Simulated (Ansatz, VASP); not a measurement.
**Two plane-wave programs on MnHg**

File INCAR:

```
SYSTEM = MnHg
PREC = Accurate
ENCUT = 520
EDIFF = 1E-6
ISMEAR = -1
SIGMA = 0.1
LREAL = .False.
LASPH = .True.
NELM = 150
ALGO = Normal
ISIF = 2
LWAVE = .False.
LCHARG = .False.
ISPIN = 2
MAGMOM = 0 0 4.5 -4.5
LORBIT = 11
LMAXMIX = 4
NBANDS = 37
```

KPOINTS

```
Automatic mesh
0
Gamma
  6 8 6
  0 0 0
```

Contents of POSCAR:

```
MnHg
1.0
   -3.3250000000      0.0000000000     -3.3250000000
    0.0000000000     -3.3250000000      0.0000000000
   -3.3250000000      0.0000000000      3.3250000000
Hg Mn
2 2
Direct
    0.0000000000      0.0000000000      0.0000000000
    0.5000000000      0.0000000000      0.5000000000
    0.0000000000      0.5000000000      0.5000000000
    0.5000000000      0.5000000000      0.0000000000
```

Input for Ansatz:

```yaml
crystal:
  lattice:
    - [-3.325, 0.0, -3.325]
    - [0.0, -3.325, 0.0]
    - [-3.325, 0.0, 3.325]
  atoms:
    - { symbol: Hg, position: [0.0, 0.0, 0.0] }
    - { symbol: Hg, position: [0.5, 0.0, 0.5] }
    - { symbol: Mn, position: [0.0, 0.5, 0.5], spin: 4.5 }
    - { symbol: Mn, position: [0.5, 0.5, 0.0], spin: -4.5 }
magnetization:
  spin_polarized: true
hamiltonian:
  xc: lda
  pseudopotentials: { kind: paw }
basis:
  ecutwfc: 420
kpoints:
  mp_grid: { grid: [6, 8, 6] }
scf:
  occupations: { method: fermi_dirac, width: 0.1 }
  lower_state_search: "off"
output:
  forces: true
  stress: true
```

Alike in both runs: task single point; functional LDA; k mesh 6 × 8 × 6; occupations fermi-dirac, width 0.1 eV; collinear spin.

|  | VASP | Ansatz |
| --- | --- | --- |
| version | VASP 6.6.1 | Ansatz 0.2.0 |
| potentials or method | VASP PAW LDA potentials, release 64 (Hg, Mn_pv), cutoff 520 eV | PAW, plane waves, scalar-relativistic |
| valence electrons in the cell | 50 | 70 |

|  | VASP | Ansatz | Ansatz less VASP |
| --- | --- | --- | --- |
| pressure (GPa) | -9.3 | -9.4 | -0.12 |
| traceless stress, the component that is largest in VASP (GPa) | -0.76 | -0.75 | +0.010 |
| net moment per atom (μB) | 0.00 | 0.00 | 0.000 |
| size of the moment on the site where the two differ most (μB) | 3.66 | 3.78 | +0.121 |

LDA's correlation is that of Perdew and Zunger in VASP and of Perdew and Wang (1992) in Ansatz. Site moments also hang on the region over which each program counts them. VASP's potentials hold 50 valence electrons a cell and Ansatz's 70, so a difference there can come from the potentials and not from the codes.

Neither program's run includes spin-orbit coupling.
